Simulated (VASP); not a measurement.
Wanted: the native input for a VASP 6.6.1 run.

| Item | Value |
| --- | --- |
| Task | single point |
| Functional | PBE |
| Potentials or basis | VASP PAW PBE potentials, release 64 (Ag, Cl) |
| Cutoff | 520 eV |
| k mesh | 11 × 11 × 11 |
| Occupations | fermi-dirac, width 0.03 eV |
| Spin | no spin polarisation |
| Dipole correction | no |
| Further INCAR settings | ALGO = Normal; EDIFF = 1e-06; NBANDS = 16 |

The structure of AgCl (zincblende type) lies in POSCAR:

```
AgCl
1.0
    0.0000000000      2.9682291506      2.9682291506
    2.9682291506      0.0000000000      2.9682291506
    2.9682291506      2.9682291506      0.0000000000
Ag Cl
1 1
Direct
    0.0000000000      0.0000000000      0.0000000000
    0.2500000000      0.2500000000      0.2500000000
```

This cell differs from its parent crystal: volume scaled by 0.9405.

The input as run:

INCAR

```
SYSTEM = AgCl
PREC = Accurate ; ENCUT = 520
EDIFF = 1E-6 ; ISMEAR = -1
SIGMA = 0.03 ; LREAL = .FALSE.
LASPH = .TRUE. ; NELM = 80
ALGO = Normal ; ISIF = 2
LWAVE = .FALSE. ; LCHARG = .FALSE.
GGA = PE ; NBANDS = 16
```

KPOINTS

```
regular mesh
0
G
  11 11 11
  0 0 0
```

Potentials or basis: VASP PAW PBE potentials, release 64 (Ag, Cl).

The run is started by

```console
$ cat potpaw_PBE.64/Ag/POTCAR potpaw_PBE.64/Cl/POTCAR > POTCAR
$ mpirun -np 1 vasp_std > vasp.out
```

It gave:

The pressure is 2.0 GPa and the band gap on the k mesh is 1.22 eV, direct.

It took 13 s on 1 thread of Intel(R) Xeon(R) 6975P-C (Granite Rapids) (shared host), peak memory 0.2 GiB.
